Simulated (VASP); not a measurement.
Crystal: Sn.

```
Sn
1.0
    -2.02919    2.02919    1.66076
     2.02919   -2.02919    1.66076
     2.02919    2.02919   -1.66076
Sn
1
Direct
  0.00000 0.00000 0.00000
```

| Quantity | Value |
| --- | --- |
| Program | VASP 6.6.1 |
| Task | relaxation of cell and atoms |
| Functional | PBEsol |
| Dispersion | D4 |
| Potentials or basis | VASP PAW PBE potentials, release 64 (Sn_d) |
| Cutoff | 600 eV |
| k mesh | 10 × 10 × 10 |
| Occupations | fermi-dirac, width 0.05 eV |
| Spin | no spin polarisation |

At the start: pressure -3.3 GPa; volume 27.35 Å³/atom.

Question: How do energy, volume and symmetry change on relaxing?

Answer: Over 5 steps the energy falls by 21.6 meV/atom and the volume is 25.54 Å³/atom (-6.6 %); space group I4/mmm (No. 139, to 0.1 Å) before and after.

Step by step:
```
step  energy change (eV)  largest force (eV/Å)  pressure (GPa)  volume (Å³)
   1              0.0000                0.0000           -3.34        27.35
   2             -0.0195                0.0000            1.10        25.15
   3             -0.0207                0.0000            0.11        25.55
   4             -0.0215                0.0000            0.02        25.54
   5             -0.0216                0.0000           -0.01        25.54
```

Final structure:
```xyz
1
Lattice="-1.9697 1.9697 1.6456 1.9697 -1.9697 1.6456 1.9697 1.9697 -1.6456" Properties=species:S:1:pos:R:3 pbc="T T T"
Sn    0.0000    0.0000    0.0000
```

Caveat: the PAW data sets were made with another functional, which shifts forces and pressure a little.
